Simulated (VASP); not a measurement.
KBr: single point with b88 exchange, pbe correlation

The system is KBr.

```
Br K
1.0
     3.98885    0.00000    0.00000
     0.00000    3.98885    0.00000
     0.00000    0.00000    3.98885
Br K
1 1
Direct
  0.50000 0.50000 0.50000
  0.00000 0.00000 0.00000
```

```json
{
  "Program": "VASP 6.6.1",
  "Task": "single point",
  "Functional": "b88 exchange, pbe correlation",
  "Potentials or basis": "VASP PAW PBE potentials, release 64 (Br, K_sv)",
  "Cutoff": "500 eV",
  "k mesh": "7 × 7 × 7",
  "Occupations": "methfessel-paxton, width 0.05 eV",
  "Spin": "no spin polarisation",
  "Dipole correction": "no",
  "Further INCAR settings": "ALGO = Normal; EDIFF = 1e-06; NBANDS = 15"
}
```

| Property | Result |
| --- | --- |
| Pressure | 1.0 GPa |
| Band gap on the k mesh | 4.14 eV (least direct gap 4.38 eV) |

Levels at points of the mesh, in eV from the valence-band top:
| k point | band 6 | band 7 | band 8 | band 9 | band 10 | band 11 |
| --- | --- | --- | --- | --- | --- | --- |
| (0.00, 0.00, 0.00) | -0.25 | -0.25 | -0.25 | 4.14 | 5.93 | 5.93 |

It took 18 s on 1 thread of Intel(R) Xeon(R) Platinum 8488C (Sapphire Rapids), on a shared host, peak memory 0.16 GiB.

Caveat: the PAW data sets were made with another functional, which shifts forces and pressure a little; an odd mesh through Γ misses points on the zone boundary, where band edges can lie.
